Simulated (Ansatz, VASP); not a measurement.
## P: VASP beside Ansatz

Contents of INCAR:

```
SYSTEM = P
PREC     = Accurate       ! precision mode
ENCUT    = 520            ! plane-wave cutoff, eV
EDIFF    = 1E-7           ! SCF threshold, eV
ISMEAR   = -1             ! smearing method
SIGMA    = 0.1            ! smearing width, eV
LREAL    = .FALSE.        ! projectors in reciprocal space
LASPH    = .TRUE.         ! aspherical terms in the spheres
NELM     = 60             ! most SCF steps
ALGO     = Normal         ! electronic algorithm
ISIF     = 2              ! what is computed and relaxed
LWAVE    = .FALSE.        ! write WAVECAR
LCHARG   = .FALSE.        ! write CHGCAR
GGA      = RE             ! functional
NBANDS   = 8              ! bands
```

KPOINTS

```
regular mesh
0
G
  16 16 16
  0 0 0
```

POSCAR

```
P
1.0
   -1.5712768010      1.5712768010      1.5712768010
    1.5712768010     -1.5712768010      1.5712768010
    1.5712768010      1.5712768010     -1.5712768010
P
1
Direct
    0.0000000000      0.0000000000      0.0000000000
```

Input for Ansatz:

```yaml
crystal:
  lattice:
    - [-1.571276801, 1.571276801, 1.571276801]
    - [1.571276801, -1.571276801, 1.571276801]
    - [1.571276801, 1.571276801, -1.571276801]
  atoms:
    - { symbol: P, position: [0.0, 0.0, 0.0] }
hamiltonian:
  xc: revpbe
  pseudopotentials:
    kind: paw
    azcp:
      P: "pseudopotentials/P.paw.azcp"
basis:
  ecutwfc: 420
  fft_grid_basis: typed
kpoints:
  mp_grid: { grid: [16, 16, 16], shift: [0, 0, 0] }
magnetization:
  spin_polarized: false
scf:
  occupations: { method: fermi_dirac, width: 0.1 }
  lower_state_search: "off"
output:
  stress: true
```

Alike in both runs: task single point; functional revPBE; k mesh 16 × 16 × 16; occupations fermi-dirac, width 0.1 eV; no spin polarisation.

|  | VASP | Ansatz |
| --- | --- | --- |
| version | VASP 6.6.1 | Ansatz 0.2.0 |
| potentials or method | VASP PAW PBE potentials, release 64 (P), cutoff 520 eV | plane waves (420 eV) with PAW, scalar-relativistic |
| valence electrons in the cell | 5 | 5 |

VASP gave:

```
pressure (GPa) : -6.5
```

Question: Estimate Ansatz's values.

Answer: Pressure (GPa): -6.2.

VASP's potentials were made for PBE, not for revPBE. The functional is the same, so the differences come from potentials, cutoffs and numerics.
